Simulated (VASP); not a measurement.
# ScAl3 (Pm-3m) in VASP: a series of runs, part 2 of 3

VASP 6.6.1. The steps go on from the part before.

**3. Single point, HSE06**

File POSCAR:

```
ScAl3
1.0
    4.0878065700      0.0000000000      0.0000000000
    0.0000000000      4.0878065700      0.0000000000
    0.0000000000      0.0000000000      4.0878065700
Sc Al
1 3
Direct
    0.0000000000      0.0000000000      0.0000000000
    0.5000000000      0.5000000000      0.0000000000
    0.0000000000      0.5000000000      0.5000000000
    0.5000000000      0.0000000000      0.5000000000
```

File INCAR.step1:

```
SYSTEM = ScAl3
PREC     = Accurate       ! precision mode
ENCUT    = 520            ! plane-wave cutoff, eV
EDIFF    = 1E-5           ! SCF threshold, eV
ISMEAR   = -1             ! smearing method
SIGMA    = 0.05           ! smearing width, eV
LREAL    = .FALSE.        ! projectors in reciprocal space
LASPH    = .TRUE.         ! aspherical terms in the spheres
NELM     = 100            ! most SCF steps
ALGO     = Normal         ! electronic algorithm
ISIF     = 2              ! what is computed and relaxed
LWAVE    = .TRUE.         ! write WAVECAR
LCHARG   = .FALSE.        ! write CHGCAR
NBANDS   = 18             ! bands
GGA      = PE             ! functional
```

File INCAR.step2:

```
SYSTEM = ScAl3
PREC     = Accurate       ! precision mode
ENCUT    = 520            ! plane-wave cutoff, eV
EDIFF    = 1E-6           ! SCF threshold, eV
ISMEAR   = -1             ! smearing method
SIGMA    = 0.05           ! smearing width, eV
LREAL    = .FALSE.        ! projectors in reciprocal space
LASPH    = .TRUE.         ! aspherical terms in the spheres
NELM     = 100            ! most SCF steps
ALGO     = Normal         ! electronic algorithm
ISIF     = 2              ! what is computed and relaxed
LWAVE    = .FALSE.        ! write WAVECAR
LCHARG   = .FALSE.        ! write CHGCAR
GGA      = PE             ! functional
LHFCALC  = .TRUE.         ! exact exchange
HFSCREEN = 0.2079         ! screening, 1/A
PRECFOCK = Normal       
NBANDS   = 18             ! bands
ISTART   = 1
```

File KPOINTS:

```
Automatic mesh
0
G
  4 4 4
  0 0 0
```

Potentials or basis: VASP PAW PBE potentials, release 64 (Sc_sv, Al).

Started as:

```sh
$ cat potpaw_PBE.64/Sc_sv/POTCAR potpaw_PBE.64/Al/POTCAR > POTCAR
$ cp INCAR.step1 INCAR
$ mpirun -np 1 vasp_std > vasp.out
$ cp INCAR.step2 INCAR
$ mpirun -np 1 vasp_std > vasp.out
```

OUTCAR:

```text
SYSTEM = ScAl3
   PREC = Accurate
   ENCUT = 520
   EDIFF = 1E-6
   ISMEAR = -1
   LREAL = .FALSE.
   LASPH = .TRUE.
   NELM = 100
   ISIF = 2
   GGA = PE
   LHFCALC = .TRUE.
   HFSCREEN = 0.2079
   PRECFOCK = Normal
   ISTART = 1

 ion  position               nearest neighbor table
   1  0.000  0.000  0.000-   2 2.89   3 2.89   4 2.89   3 2.89   4 2.89   2 2.89   3 2.89   3 2.89
                             2 2.89   4 2.89   4 2.89   2 2.89
   2  0.500  0.500  0.000-   1 2.89   3 2.89   4 2.89   3 2.89   4 2.89   1 2.89   4 2.89   4 2.89
                             1 2.89   3 2.89   3 2.89   1 2.89
   3  0.000  0.500  0.500-   1 2.89   2 2.89   4 2.89   1 2.89   2 2.89   1 2.89   4 2.89   1 2.89
                             2 2.89   4 2.89   2 2.89   4 2.89
   4  0.500  0.000  0.500-   1 2.89   2 2.89   3 2.89   1 2.89   2 2.89   2 2.89   3 2.89   2 2.89
                             1 2.89   3 2.89   1 2.89   3 2.89

  LATTYP: Found a simple cubic cell.
 ALAT       =     4.0878065700

  Lattice vectors:

 A1 = (   4.0878065700,   0.0000000000,   0.0000000000)
 A2 = (   0.0000000000,   4.0878065700,   0.0000000000)
 A3 = (   0.0000000000,   0.0000000000,   4.0878065700)

Analysis of symmetry for initial positions (statically):
=====================================================================
 Subroutine PRICEL returns:
 Original cell was already a primitive cell.

 Routine SETGRP: Setting up the symmetry group for a
 simple cubic supercell.

 Subroutine GETGRP returns: Found 48 space group operations
 (whereof 48 operations were pure point group operations)
 out of a pool of 48 trial point group operations.

The static configuration has the point symmetry O_h .

[... 123 lines left out ...]
  Fermi-wavevector in a.u.,A,eV,Ry     =   1.087079  2.054282 16.078563  1.181741
  Thomas-Fermi vector in A             =   2.223230
   LORBIT       =      0    0 simple, 1 ext, 2 COOP (PROOUT), +10 PAW based schemes
   GGA     = PE    functional components
   LHFCALC =     T    Hartree Fock is set to
   PRECFOCK=normal    Normal, Fast or Accurate (Low or Medium for compatibility)
   ENCUT4O =  -1.0   cutoff for four orbital integrals eV
   NKREDX  =     1    reduce k-point grid by
   NKREDY  =     1    reduce k-point grid by
   NKREDZ  =     1    reduce k-point grid by
   AEXX    =    0.2500 exact exchange contribution
   HFSCREEN=    0.2079 screening length (either q_TF or 0.3 A-1)
   HFSCREENC=   0.2079 screening length for correlation (either q_TF or 0.3 A-1)
   ENCUTFOCK=  -1.0 apply spherical cutoff to Coloumb kernel
   IVDW    =     0    specifies the selected vdW correction
   LEPSILON=     F    determine dielectric tensor
   LRPA    =     F    only Hartree local field effects (RPA)
 non-spin polarized calculation
  energy-cutoff  :      520.00
  volume of cell :       68.31
 maximum number of plane-waves:      1856
  NGX = 24; NGY = 24; NGZ = 24

 number of electron      19.9999996 magnetization

 Free energy of the ion-electron system (eV)
  ---------------------------------------------------
  ext. energy  EPLUGINS =         0.00000000
  ---------------------------------------------------
  free energy    TOTEN  =       -21.60378747 eV

  energy without entropy =      -21.58021185  energy(sigma->0) =      -21.59199966

 E-fermi :   7.4167     XC(G=0):  -8.5903

 val. band max:        7.4065120783   @ k =   0.5000   0.2500   0.2500
 cond. band min:       7.5155502068   @ k =   0.2500   0.2500   0.0000
 fundamental gap:      0.1090381285
 Fermi energy:         7.4166544593

 k-point     1 :       0.0000    0.0000    0.0000
  band No.  band energies     occupation
      1     -46.0696      2.00000
      2     -23.2139      2.00000
      3     -23.2139      2.00000
      4     -23.2139      2.00000
      5      -4.1946      2.00000
      6       4.3591      2.00000
[... 187 lines left out ...]
      5       1.7871      2.00000
      6       1.7871      2.00000
[... 10 lines left out ...]
     17      12.1820      0.00000
     18      19.1707      0.00000

------------------------ aborting loop because EDIFF is reached ----------------------------------------

  FORCE on cell =-STRESS in cart. coord.  units (eV):
  Direction    XX          YY          ZZ          XY          YZ          ZX
  --------------------------------------------------------------------------------------
  -------------------------------------------------------------------------------------
  Total        0.1676204      0.1676204      0.1676204      0.0000000      0.0000000     -0.0000000
  in kB        3.9315751      3.9315751      3.9315751      0.0000000      0.0000000     -0.0000000
  external PRESSURE =       3.9315751 kB  Pullay stress =       0.0000000 kB

 VOLUME and BASIS-vectors are now :
 -----------------------------------------------------------------------------
  energy-cutoff  :      520.00
  volume of cell :       68.31
      direct lattice vectors                 reciprocal lattice vectors
     4.087806570  0.000000000  0.000000000     0.244629970  0.000000000  0.000000000
     0.000000000  4.087806570  0.000000000     0.000000000  0.244629970  0.000000000
     0.000000000  0.000000000  4.087806570     0.000000000  0.000000000  0.244629970

 POSITION                                       TOTAL-FORCE (eV/Angst)
 -----------------------------------------------------------------------------------
      0.00000      0.00000      0.00000         0.000000      0.000000      0.000000
      2.04390      2.04390      0.00000         0.000000      0.000000      0.000000
      0.00000      2.04390      2.04390         0.000000      0.000000      0.000000
      2.04390      0.00000      2.04390         0.000000      0.000000      0.000000
 -----------------------------------------------------------------------------------
    total drift:                                0.000014     -0.000007     -0.000019

  FREE ENERGIE OF THE ION-ELECTRON SYSTEM (eV)
  ---------------------------------------------------
  free  energy   TOTEN  =       -21.6037874731 eV

  energy  without entropy=      -21.5802118516  energy(sigma->0) =      -21.59199966
```

OUTCAR.step1:

```text
SYSTEM = ScAl3
   PREC = Accurate
   ENCUT = 520
   EDIFF = 1E-5
   ISMEAR = -1
   LREAL = .FALSE.
[... 425 lines left out ...]
      2.04390      2.04390      0.00000         0.000000      0.000000      0.000000
      0.00000      2.04390      2.04390         0.000000      0.000000      0.000000
      2.04390      0.00000      2.04390         0.000000      0.000000      0.000000
 -----------------------------------------------------------------------------------
    total drift:                               -0.000000     -0.000000      0.000000

  FREE ENERGIE OF THE ION-ELECTRON SYSTEM (eV)
  ---------------------------------------------------
  free  energy   TOTEN  =       -19.1817333993 eV

  energy  without entropy=      -19.1475318471  energy(sigma->0) =      -19.16463262
```

It took 13 min on 1 thread of AMD EPYC 7R13 (Zen 3), shared host; peak memory 0.25 GiB.

Results:

```yaml
Free_energy: -21.6038 eV
Pressure: 0.4 GPa
Band_gap_on_the_k_mesh: zero (band 10 reaches 8.36 eV, above the bottom of band 11 at 3.69 eV)
```

Caveat: the k points lie up to 0.38 Å⁻¹ apart; the PAW data sets were made with another functional, which shifts forces and pressure a little.

**4. Single point, PBE0**

POSCAR is that of step 3.

File INCAR.step1:

```
SYSTEM = ScAl3
ALGO = Normal ; EDIFF = 1E-5
ENCUT = 520 ; GGA = PE
ISIF = 2 ; ISMEAR = -1
LASPH = .True. ; LCHARG = .False.
LREAL = .False. ; LWAVE = .True.
NBANDS = 18 ; NELM = 60
PREC = Accurate ; SIGMA = 0.05
```

File INCAR.step2:

```
SYSTEM = ScAl3
AEXX = 0.25 ; ALGO = Normal
EDIFF = 1E-7 ; ENCUT = 520
GGA = PE ; ISIF = 2
ISMEAR = -1 ; ISTART = 1
LASPH = .True. ; LCHARG = .False.
LHFCALC = .True. ; LREAL = .False.
LWAVE = .False. ; NBANDS = 18
NELM = 60 ; PREC = Accurate
PRECFOCK = Normal ; SIGMA = 0.05
```

File KPOINTS:

```
k-points
0
Gamma
  4 4 4
  0 0 0
```

Potentials or basis: VASP PAW PBE potentials, release 64 (Sc_sv, Al).

Started as:

```sh
$ cat potpaw_PBE.64/Sc_sv/POTCAR potpaw_PBE.64/Al/POTCAR > POTCAR
$ cp INCAR.step1 INCAR
$ mpirun -np 1 vasp_std > vasp.out
$ cp INCAR.step2 INCAR
$ mpirun -np 1 vasp_std > vasp.out
```

OUTCAR:

```text
SYSTEM = ScAl3
   AEXX = 0.25
   EDIFF = 1E-7
   ENCUT = 520
   GGA = PE
   ISIF = 2
   ISMEAR = -1
   ISTART = 1
   LASPH = .True.
   LHFCALC = .True.
   LREAL = .False.
   NELM = 60
   PREC = Accurate
   PRECFOCK = Normal

 ion  position               nearest neighbor table
   1  0.000  0.000  0.000-   2 2.89   3 2.89   4 2.89   3 2.89   4 2.89   2 2.89   3 2.89   3 2.89
                             2 2.89   4 2.89   4 2.89   2 2.89
[... 406 lines left out ...]
  Direction    XX          YY          ZZ          XY          YZ          ZX
  --------------------------------------------------------------------------------------
  -------------------------------------------------------------------------------------
  Total       -0.0788791     -0.0788791     -0.0788791     -0.0000000      0.0000000     -0.0000000
  in kB       -1.8501275     -1.8501275     -1.8501275     -0.0000000      0.0000000     -0.0000000
  external PRESSURE =      -1.8501275 kB  Pullay stress =       0.0000000 kB

 VOLUME and BASIS-vectors are now :
 -----------------------------------------------------------------------------
  energy-cutoff  :      520.00
  volume of cell :       68.31
      direct lattice vectors                 reciprocal lattice vectors
     4.087806570  0.000000000  0.000000000     0.244629970  0.000000000  0.000000000
     0.000000000  4.087806570  0.000000000     0.000000000  0.244629970  0.000000000
     0.000000000  0.000000000  4.087806570     0.000000000  0.000000000  0.244629970

 POSITION                                       TOTAL-FORCE (eV/Angst)
 -----------------------------------------------------------------------------------
      0.00000      0.00000      0.00000         0.000000      0.000000      0.000000
      2.04390      2.04390      0.00000         0.000000      0.000000      0.000000
      0.00000      2.04390      2.04390         0.000000      0.000000      0.000000
      2.04390      0.00000      2.04390         0.000000      0.000000      0.000000
 -----------------------------------------------------------------------------------
    total drift:                               -0.000002     -0.000004     -0.000003

  FREE ENERGIE OF THE ION-ELECTRON SYSTEM (eV)
  ---------------------------------------------------
  free  energy   TOTEN  =       -23.3933920859 eV

  energy  without entropy=      -23.3813944316  energy(sigma->0) =      -23.38739326
```

OUTCAR.step1:

```text
SYSTEM = ScAl3
   EDIFF = 1E-5
   ENCUT = 520
   GGA = PE
   ISIF = 2
[... 425 lines left out ...]
      0.00000      0.00000      0.00000         0.000000      0.000000      0.000000
      2.04390      2.04390      0.00000         0.000000      0.000000      0.000000
      0.00000      2.04390      2.04390         0.000000      0.000000      0.000000
      2.04390      0.00000      2.04390         0.000000      0.000000      0.000000
 -----------------------------------------------------------------------------------
    total drift:                               -0.000000     -0.000000      0.000000

  FREE ENERGIE OF THE ION-ELECTRON SYSTEM (eV)
  ---------------------------------------------------
  free  energy   TOTEN  =       -19.1817333993 eV

  energy  without entropy=      -19.1475318471  energy(sigma->0) =      -19.16463262
```

OSZICAR.step1:

```text
N       E                     dE             d eps       ncg     rms          rms(c)
DAV:   1     0.110524726519E+03    0.11052E+03   -0.82951E+03   368   0.101E+03
DAV:   2    -0.150646378316E+02   -0.12559E+03   -0.12232E+03   360   0.297E+02
DAV:   3    -0.200867806303E+02   -0.50221E+01   -0.48758E+01   568   0.555E+01
DAV:   4    -0.202006465943E+02   -0.11387E+00   -0.11355E+00   552   0.819E+00
DAV:   5    -0.202024597007E+02   -0.18131E-02   -0.18130E-02   518   0.966E-01    0.880E+00
DAV:   6    -0.192534992955E+02    0.94896E+00   -0.34894E+00   520   0.201E+01    0.309E+00
DAV:   7    -0.192067170142E+02    0.46782E-01   -0.12331E-01   546   0.289E+00    0.194E+00
DAV:   8    -0.191827022406E+02    0.24015E-01   -0.48967E-02   568   0.191E+00    0.319E-01
DAV:   9    -0.191824457951E+02    0.25645E-03   -0.14593E-02   564   0.133E+00    0.230E-01
DAV:  10    -0.191817433613E+02    0.70243E-03   -0.27284E-03   558   0.516E-01    0.582E-02
DAV:  11    -0.191817854815E+02   -0.42120E-04   -0.16769E-04   594   0.107E-01    0.523E-02
DAV:  12    -0.191817328686E+02    0.52613E-04   -0.23210E-04   506   0.158E-01    0.486E-03
DAV:  13    -0.191817333993E+02   -0.53073E-06   -0.32927E-06   232   0.127E-02
   1 F= -.19181733E+02 E0= -.19164633E+02  d E =-.342016E-01
```

It took 13 min on 1 thread of AMD EPYC 7R13 (Zen 3), shared host; peak memory 0.15 GiB.

What came out:

```
Free energy            : -23.3934 eV
Pressure               : -0.2 GPa
Band gap on the k mesh : zero (band 10 reaches 8.65 eV, above the bottom of band 11 at 3.27 eV)
```

Caveat: the k points lie up to 0.38 Å⁻¹ apart; the PAW data sets were made with another functional, which shifts forces and pressure a little.

[end of part 2 of 3]
